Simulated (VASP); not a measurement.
Write the native input for VASP 6.6.1 that does the following.

* Task: relaxation of cell and atoms
* Functional: LDA
* Potentials or basis: VASP PAW LDA potentials, release 64 (B, P)
* Cutoff: 500 eV
* k mesh: 10 × 10 × 10
* Occupations: gaussian, width 0.01 eV
* Spin: no spin polarisation
* Target pressure: 1 GPa
* Dipole correction: no
* Further INCAR settings: ALGO = Normal; EDIFF = 1e-07; IBRION = 2; EDIFFG = -0.001; NSW = 80; ISIF = 3

The structure of BP lies in POSCAR:

```
BP
1.0
    0.0000000000      2.2452319364      2.2452319364
    2.2452319364      0.0000000000      2.2452319364
    2.2452319364      2.2452319364      0.0000000000
B P
1 1
Direct
    0.0000000000      0.0000000000      0.0000000000
    0.7500000000      0.7500000000      0.7500000000
```

The input as run:

INCAR

```
SYSTEM = BP
ALGO = Normal
EDIFF = 1E-7
EDIFFG = -0.001
ENCUT = 500
GGA = CA
GGA_COMPAT = .FALSE.
IBRION = 2
ISIF = 3
ISMEAR = 0
LASPH = .TRUE.
LCHARG = .FALSE.
LREAL = .FALSE.
LWAVE = .FALSE.
NELM = 120
NELMIN = 4
NSW = 80
PREC = Accurate
PSTRESS = 10.0
SIGMA = 0.01
```

KPOINTS

```
k-points
0
G
  10 10 10
  0 0 0
```

Potentials or basis: VASP PAW LDA potentials, release 64 (B, P).

Run with:

```sh
$ cat potpaw_LDA.64/B/POTCAR potpaw_LDA.64/P/POTCAR > POTCAR
$ mpirun -np 1 vasp_std > vasp.out
```

Results of the run:

The relaxed volume is 11.25 Å³/atom and the relaxed cell is a = 3.169 Å, b = 3.169 Å, c = 3.169 Å, α = 60.00°, β = 60.00°, γ = 60.00°. The space group after relaxing (to 0.05 Å) is F-43m (No. 216) and the energy change on relaxing (the enthalpy is what falls) is +0.2 meV/atom. The ionic steps are 3, the pressure after relaxing is 1.0 GPa and the band gap on the k mesh is 1.14 eV, indirect (least direct gap 3.44 eV).

Caveat: the cell is relaxed towards a set pressure, so the enthalpy falls and the energy may rise.

Wall time 6.6 s on 1 thread of Intel Xeon 6975P-C, with other jobs on the host, peak memory 0.13 GiB.
